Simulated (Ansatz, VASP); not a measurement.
**One calculation of W, two programs**

Contents of INCAR:

```
SYSTEM = W
  ALGO = Fast
  EDIFF = 1E-7
  ENCUT = 520
  GGA = PE
  ISIF = 2
  ISMEAR = 0
  LASPH = .TRUE.
  LCHARG = .FALSE.
  LREAL = .FALSE.
  LWAVE = .FALSE.
  NBANDS = 21
  NELM = 100
  PREC = Accurate
  SIGMA = 0.15
```

The input KPOINTS:

```
k-points
0
G
  12 12 8
  0 0 0
```

The input POSCAR:

```
W
1.0
    0.0000000000     -2.0185031149     -2.0185031149
    0.0000000000      2.0185031149     -2.0185031149
    4.0370062299      0.0000000000      0.0000000000
W
2
Direct
    0.4563263383      0.4439640710      0.5241373775
    0.0436736617      0.0560359290     -0.0241373775
```

Input for Ansatz:

```yaml
crystal:
  lattice:
    - [0.0, -2.0185031149, -2.0185031149]
    - [0.0, 2.0185031149, -2.0185031149]
    - [4.0370062299, 0.0, 0.0]
  atoms:
    - { symbol: W, position: [0.4563263383, 0.443964071, 0.5241373775] }
    - { symbol: W, position: [0.0436736617, 0.056035929, -0.0241373775] }
basis:
  ecutwfc: 420
kpoints:
  mp_grid: { grid: [12, 12, 8] }
hamiltonian:
  xc: pbe
scf:
  occupations: { method: gaussian, width: 0.15 }
output:
  forces: true
  stress: true
  eigenvalues: true
```

Change from the starting cell: atom 1 moved 0.45 Å.

Alike in both runs: task single point; functional PBE; k mesh 12 × 12 × 8; occupations gaussian, width 0.15 eV; no spin polarisation.

|  | VASP | Ansatz |
| --- | --- | --- |
| version | VASP 6.6.1 | Ansatz 0.2.0 |
| potentials or method | VASP PAW PBE potentials, release 64 (W_sv), cutoff 520 eV | scalar-relativistic, plane waves, PAW |
| valence electrons in the cell | 28 | 28 |

|  | VASP | Ansatz | Ansatz less VASP |
| --- | --- | --- | --- |
| gap on the k mesh at the Fermi level (eV) | none | none | - |
| pressure (GPa) | 14.5 | 13.8 | -0.79 |
| traceless stress, the component that is largest in VASP (GPa) | 3.47 | 3.43 | -0.042 |
| rms of the force components (eV/Å) | 1.499 | 1.455 | -0.0442 |

Atom by atom the forces differ by 0.044 eV/Å (rms over components). A gap of «none» marks a metal or a gap that the smearing closes.

Neither program's run includes spin-orbit coupling.
